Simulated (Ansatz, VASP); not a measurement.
# One calculation of NaF, two programs

Contents of INCAR:

```
SYSTEM = NaF
PREC = Accurate
ENCUT = 600
EDIFF = 1E-6
ISMEAR = 0
SIGMA = 0.01
LREAL = .False.
LASPH = .True.
NELM = 120
ALGO = Normal
ISIF = 2
LWAVE = .False.
LCHARG = .False.
GGA = PS
NBANDS = 14
GGA_COMPAT = .False.
```

KPOINTS

```
Automatic mesh
0
Gamma
  8 8 8
  0 0 0
```

POSCAR

```
NaF
1.0
    0.0000000000      2.2564060768      2.2564060768
    2.2564060768      0.0000000000      2.2564060768
    2.2564060768      2.2564060768      0.0000000000
Na F
1 1
Direct
    0.0000000000      0.0000000000      0.0000000000
    0.5000000000      0.5000000000      0.5000000000
```

Input for Ansatz:

```yaml
crystal:
  lattice:
    - [0.0, 2.2564060768277456, 2.2564060768277456]
    - [2.2564060768277456, 0.0, 2.2564060768277456]
    - [2.2564060768277456, 2.2564060768277456, 0.0]
  atoms:
    - { symbol: Na, position: [0.0, 0.0, 0.0] }
    - { symbol: F, position: [0.5, 0.5, 0.5] }
basis:
  ecutwfc: 470.0
kpoints:
  mp_grid:
    grid: [8, 8, 8]
hamiltonian:
  xc: pbesol
  pseudopotentials:
    kind: paw
scf:
  max_iter: 70
  occupations:
    method: fixed
output:
  stress: true
```

Alike in both runs: task single point; functional PBEsol; k mesh 8 × 8 × 8; no spin polarisation.

```csv
,VASP,Ansatz
version,VASP 6.6.1,Ansatz 0.2.0
potentials or method,"VASP PAW PBE potentials, release 64 (Na_pv, F), cutoff 600 eV","plane waves, PAW"
occupations,"gaussian, width 0.01 eV",fixed
valence electrons in the cell,14,16
```

|  | VASP | Ansatz | Ansatz less VASP |
| --- | --- | --- | --- |
| pressure (GPa) | 4.4 | 4.4 | +0.06 |

VASP's potentials were made for PBE, not for PBEsol. VASP's potentials hold 14 valence electrons a cell and Ansatz's 16, so a difference there can come from the potentials and not from the codes.
